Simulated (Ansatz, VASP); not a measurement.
**GdN: VASP beside Ansatz**

```
Gd N
1.0
     0.00000    2.49950    2.49950
     2.49950    0.00000    2.49950
     2.49950    2.49950    0.00000
Gd N
1 1
Direct
  0.50000 0.50000 0.50000
  0.00000 0.00000 0.00000
```

Alike in both runs: task single point; functional PBE; k mesh 6 × 6 × 6; occupations gaussian, width 0.05 eV; collinear spin; Hubbard terms Gd f U = 6.0 eV.

|  | VASP | Ansatz |
| --- | --- | --- |
| version | VASP 6.6.1 | Ansatz 0.2.0 |
| potentials or method | VASP PAW PBE potentials, release 64 (Gd, N), cutoff 520 eV | scalar-relativistic, plane waves, PAW |
| valence electrons in the cell | 23 | 23 |

Ansatz gave:

| Item | Value |
| --- | --- |
| gap on the k mesh at the Fermi level (eV) | none |
| pressure (GPa) | 0.4 |
| net moment per atom (μB) | 3.50 |
| size of the moment on the site where the two differ most (μB) | 6.93 |

Estimate VASP's values.

gap on the k mesh at the Fermi level (eV): none; pressure (GPa): 0.7; net moment per atom (μB): 3.50; size of the moment on the site where the two differ most (μB): 6.87.

Site moments also hang on the region over which each program counts them. The programs project onto different local orbitals, so the same U acts differently, and such runs can settle in different states. A gap of «none» marks a metal or a gap that the smearing closes. Ansatz's warnings: filled band counts differ across k points.

The k mesh is coarse, so the values compare programs but aren't converged. Spin-orbit coupling is off throughout.
